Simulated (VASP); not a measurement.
A run of VASP 6.6.1 is set up as follows.

The input INCAR:

```
  PREC = Accurate
  ENCUT = 520
  EDIFF = 1E-6
  ISMEAR = 0
  SIGMA = 0.1
  LREAL = F
  LASPH = T
  NELM = 80
  ALGO = Fast
  ISIF = 2
  LWAVE = F
  LCHARG = F
  GGA = PE
  NBANDS = 20
```

KPOINTS

```
Automatic mesh
0
Gamma
  18 18 18
```

Contents of POSCAR:

```
V
1.0
    2.9971751498      0.0000000000      0.0000000000
    0.0000000000      2.9971751498      0.0000000000
    0.0000000000      0.0000000000      3.1770056587
V
2
Direct
    0.0000000000      0.0000000000      0.0000000000
    0.5000000000      0.5000000000      0.5000000000
```

Potentials or basis: VASP PAW PBE potentials, release 64 (V_sv).

The run is started by

```console
$ cat potpaw_PBE.64/V_sv/POTCAR > POTCAR
$ mpirun -np 1 vasp_std > vasp.out
```

(1) What does it give for the pressure?

(2) Predict the band gap on the k mesh.

Answers

(1) -9.1 GPa.

(2) zero (bands 13 and 14 overlap by 2.75 eV).

Caveat: the cell differs from its parent crystal (strain along c alone, the other axes held: +6.0 %); the cell stands under tension.
